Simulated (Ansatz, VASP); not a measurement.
Two plane-wave programs on P

```xyz
4
Lattice="3.2837 0.0000 0.0000 0.0000 34.8570 0.0000 0.0000 0.0000 4.6321" Properties=species:S:1:pos:R:3 pbc="T T T"
P    -0.0560   33.8204    2.7928
P     0.0000    1.0366    1.8892
P     1.6419    1.0366    0.4268
P     1.6419   33.8204    4.2052
```

Alike in both runs: task single point; functional PBEsol; k mesh 8 × 1 × 6; occupations gaussian, width 0.05 eV; no spin polarisation.

|  | VASP | Ansatz |
| --- | --- | --- |
| version | VASP 6.6.1 | Ansatz 0.2.0 |
| potentials or method | VASP PAW PBE potentials, release 64 (P), cutoff 520 eV | scalar-relativistic, plane waves, PAW |
| valence electrons in the cell | 20 | 20 |

Ansatz gave:

```
gap on the k mesh at the Fermi level (eV) : 0.79
least direct gap on the mesh (eV)         : 0.79
rms of the force components (eV/Å)        : 0.500
```

Q: Which values does VASP return?

A: gap on the k mesh at the Fermi level (eV): 0.81; least direct gap on the mesh (eV): 0.81; rms of the force components (eV/Å): 0.494.

VASP's potentials were made for PBE, not for PBEsol. Atom by atom the forces differ by 0.011 eV/Å (rms over components).
